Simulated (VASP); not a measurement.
**CaSe: relaxation of cell and atoms with PBE**

CaSe:

```
CELL_PARAMETERS angstrom
0.00000 2.95600 2.95600
2.95600 0.00000 2.95600
2.95600 2.95600 0.00000
ATOMIC_POSITIONS crystal
Se 0.50000 0.50000 0.50000
Ca 0.00000 0.00000 0.00000
```

```yaml
Program: VASP 6.6.1
Task: relaxation of cell and atoms
Functional: PBE
Potentials_or_basis: VASP PAW PBE potentials, release 64 (Se, Ca_sv)
Cutoff: 600 eV
k_mesh: 8 × 8 × 8
Occupations: fermi-dirac, width 0.05 eV
Spin: no spin polarisation
Dipole_correction: no
Further_INCAR_settings: ALGO = Normal; EDIFF = 1e-06; IBRION = 2; EDIFFG = -0.02; NSW = 80; ISIF = 3
```

```
Relaxed volume                        : 26.54 Å³/atom
Relaxed cell                          : a = 4.218 Å, b = 4.218 Å, c = 4.218 Å, α = 60.00°, β = 60.00°, γ = 60.00°
Space group after relaxing (to 0.1 Å) : Fm-3m (No. 225)
Energy gained by relaxing             : 2.9 meV/atom
Ionic steps                           : 3
Pressure after relaxing               : 0.0 GPa
Band gap on the k mesh                : 2.08 eV (least direct gap 2.99 eV)
```

Step by step:
```csv
step,energy change (eV),largest force (eV/Å),pressure (GPa),volume (Å³)
1,0.0000,0.0000,1.36,51.66
2,-0.0057,0.0000,-0.22,53.32
3,-0.0059,0.0000,0.00,53.07
```

Final structure:
```yaml
crystal:
  lattice:
    - [0.00000, 2.98269, 2.98269]
    - [2.98269, 0.00000, 2.98269]
    - [2.98269, 2.98269, 0.00000]
  atoms:
    - { symbol: Se, position: [0.50000, 0.50000, 0.50000] }
    - { symbol: Ca, position: [0.00000, 0.00000, 0.00000] }
```

Levels at points of the mesh, in eV from the valence-band top:
| k point | band 5 | band 6 | band 7 | band 8 | band 9 | band 10 | band 11 | band 12 |
| --- | --- | --- | --- | --- | --- | --- | --- | --- |
| (0.00, 0.00, 0.00) | -11.71 | 0.00 | 0.00 | 0.00 | 3.21 | 3.71 | 3.71 | 3.71 |
| (0.50, 0.00, 0.00) | -11.06 | -3.19 | -1.15 | -1.15 | 4.48 | 5.41 | 5.44 | 5.44 |
| (0.50, 0.50, 0.00) | -11.16 | -2.46 | -0.91 | -0.91 | 2.08 | 4.94 | 5.00 | 5.93 |

Run time: 31 s on 1 thread of Intel(R) Xeon(R) 6975P-C (Granite Rapids) (shared host), peak memory 0.21 GiB.

A k mesh can miss the band edges. PBE usually gives volumes a little too large and moduli too small.
